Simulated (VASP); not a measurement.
Runs of VASP 6.6.1 on Hg. Symmetry: R-3m, No. 166, trigonal system. Conventional cell: a = 3.493 Å, b = 3.493 Å, c = 6.444 Å, α = 90.00°, β = 90.00°, γ = 120.00°. Within 3.9 Å of Hg (site symmetry -3m) lie 12 Hg at 2.95 to 3.49 Å. 

```tsv
k mesh	cutoff (eV)	smearing	gap on the mesh (eV)	pressure (GPa)
11 × 11 × 11	550	methfessel-paxton 0.03 eV	none	(a)
11 × 11 × 11	550	gaussian 0.6 eV	none	-0.1
3 × 3 × 3	500	fermi-dirac 0.1 eV	3.13	-2.5
11 × 11 × 11	550	gaussian 1 eV	none	(b)
```

Alike in all rows: task single point; level LDA; potentials or basis VASP PAW LDA potentials, release 64 (Hg_sv_GW); no spin polarisation; cell as given.

**Question.** Fill in the values left out.

**Answer.** (a) 0.2; (b) 0.0.

Caveats: some runs use coarse meshes; spin-orbit coupling is left out, which moves the levels of the heavy elements; so wide a smearing shifts energies and pressures (at least some runs).

A k mesh can miss the band edges, and the runs leave out spin-orbit coupling on Hg.

A gap of «none» marks levels without a gap at the run's occupations.
